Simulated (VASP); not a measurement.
Wanted: the native input for a VASP 6.6.1 run.

| Quantity | Value |
| --- | --- |
| Task | single point |
| Functional | PBE |
| Potentials or basis | VASP PAW PBE potentials, release 64 (Cu_sv_GW, O) |
| Cutoff | 700 eV |
| k mesh | 8 × 8 × 6 |
| Occupations | fermi-dirac, width 0.05 eV |
| Spin | no spin polarisation |
| Dipole correction | no |
| Second run | valence_matched |
| Further INCAR settings | ALGO = Normal; EDIFF = 1e-06; NBANDS = 33 |

The structure of CuO lies in POSCAR:

```
CuO
1.0
    2.9461145432      0.0000000000      0.0000000000
    0.0000000000      2.9461145432      0.0000000000
    0.0000000000      0.0000000000      5.1566338920
Cu O
2 2
Direct
    0.0000000000      0.5000000000      0.0000000000
    0.5000000000      0.0000000000      0.5000000000
    0.0000000000      0.0000000000      0.2500000000
    0.0000000000      0.0000000000      0.7500000000
```

One way to write it, as run:

INCAR

```
SYSTEM = CuO
ALGO     = Normal         ! electronic algorithm
EDIFF    = 1E-6           ! SCF threshold, eV
ENCUT    = 700            ! plane-wave cutoff, eV
GGA      = PE             ! functional
GGA_COMPAT= .FALSE.      
ISIF     = 2              ! what is computed and relaxed
ISMEAR   = -1             ! smearing method
LASPH    = .TRUE.         ! aspherical terms in the spheres
LCHARG   = .TRUE.         ! write CHGCAR
LELF     = .TRUE.         ! ELF
LREAL    = .FALSE.        ! projectors in reciprocal space
LVHAR    = .TRUE.       
LWAVE    = .FALSE.        ! write WAVECAR
NBANDS   = 33             ! bands
NELM     = 120            ! most SCF steps
PREC     = Accurate       ! precision mode
SIGMA    = 0.05           ! smearing width, eV
```

KPOINTS

```
k-points
0
G
  8 8 6
  0 0 0
```

Potentials or basis: VASP PAW PBE potentials, release 64 (Cu_sv_GW, O).

Launch:

```bash
$ cat potpaw_PBE.64/Cu_sv_GW/POTCAR potpaw_PBE.64/O/POTCAR > POTCAR
$ mpirun -np 1 vasp_std > vasp.out
```

Results of the run:

* Pressure: -2.6 GPa
* Band gap on the k mesh: zero (band 25 reaches 5.48 eV, above the bottom of band 26 at 4.30 eV)

Caveat: semilocal functionals often make such compounds metallic where correlation or magnetic order opens a gap, which also shifts bond lengths.

Wall time 3.4 min on 1 thread of Intel(R) Xeon(R) Platinum 8488C (Sapphire Rapids), on a shared host, peak memory 0.28 GiB.
